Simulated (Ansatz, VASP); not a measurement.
## One calculation of SiC, two programs

```
Si C
1.0
     0.00000    2.17400    2.34792
     2.17400    0.00000    2.34792
     2.17400    2.17400    0.00000
Si C
1 1
Direct
  0.00000 0.00000 0.00000
  0.75000 0.75000 0.75000
```

Change from the starting cell: strain +0.000 along x and y, +0.080 along z, atoms carried along.

Alike in both runs: task single point; functional PBEsol; k mesh 12 × 12 × 12; occupations gaussian, width 0.05 eV; no spin polarisation.

```csv
,VASP,Ansatz
version,VASP 6.6.1,Ansatz 0.2.0
potentials or method,"VASP PAW PBE potentials, release 64 (Si, C), cutoff 520 eV","scalar-relativistic, plane waves, PAW"
valence electrons in the cell,8,8
```

Ansatz gave:

| Item | Value |
| --- | --- |
| gap on the k mesh at the Fermi level (eV) | 0.91 |
| least direct gap on the mesh (eV) | 4.31 |
| pressure (GPa) | -14.0 |
| traceless stress, the component that is largest in VASP (GPa) | -14.69 |

Problem. Which values does VASP return?

Solution. gap on the k mesh at the Fermi level (eV): 0.90; least direct gap on the mesh (eV): 4.30; pressure (GPa): -13.7; traceless stress, the component that is largest in VASP (GPa): -14.69.

VASP's potentials were made for PBE, not for PBEsol.
